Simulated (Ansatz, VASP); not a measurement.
# Two plane-wave programs on BiTe

File INCAR:

```
SYSTEM = BiTe
PREC = Accurate
ENCUT = 520
EDIFF = 1E-6
ISMEAR = 0
SIGMA = 0.15
LREAL = .FALSE.
LASPH = .TRUE.
NELM = 60
ALGO = Normal
ISIF = 2
LWAVE = .FALSE.
LCHARG = .FALSE.
GGA = PE
NBANDS = 18
```

KPOINTS

```
regular mesh
0
G
  14 14 14
  0 0 0
```

The input POSCAR:

```
BiTe
1.0
    0.0000000000      2.9641021581      3.8533328055
    2.9641021581      0.0000000000      3.8533328055
    2.9641021581      2.9641021581      0.0000000000
Bi Te
1 1
Direct
    0.0000000000      0.0000000000      0.0000000000
    0.5000000000      0.5000000000      0.5000000000
```

Input for Ansatz:

```yaml
crystal:
  lattice:
    - [0.0, 2.9641021581, 3.8533328055]
    - [2.9641021581, 0.0, 3.8533328055]
    - [2.9641021581, 2.9641021581, 0.0]
  atoms:
    - { symbol: Bi, position: [0.0, 0.0, 0.0] }
    - { symbol: Te, position: [0.5, 0.5, 0.5] }
basis:
  ecutwfc: 420
kpoints:
  mp_grid: { grid: [14, 14, 14] }
hamiltonian:
  xc: pbe
scf:
  occupations: { method: gaussian, width: 0.15 }
output:
  forces: true
  stress: true
  eigenvalues: true
```

Alike in both runs: task single point; functional PBE; k mesh 14 × 14 × 14; occupations gaussian, width 0.15 eV; no spin polarisation.

|  | VASP | Ansatz |
| --- | --- | --- |
| version | VASP 6.6.1 | Ansatz 0.2.0 |
| potentials or method | VASP PAW PBE potentials, release 64 (Bi_d, Te), cutoff 520 eV | scalar-relativistic, plane waves, PAW |
| valence electrons in the cell | 21 | 31 |

```tsv
	VASP	Ansatz	Ansatz less VASP
gap on the k mesh at the Fermi level (eV)	none	none	-
pressure (GPa)	6.5	6.6	+0.06
traceless stress, the component that is largest in VASP (GPa)	-8.47	-8.49	-0.022
```

A gap of «none» marks a metal or a gap that the smearing closes. VASP's potentials hold 21 valence electrons a cell and Ansatz's 31, so a difference there can come from the potentials and not from the codes.

Neither program's run includes spin-orbit coupling.
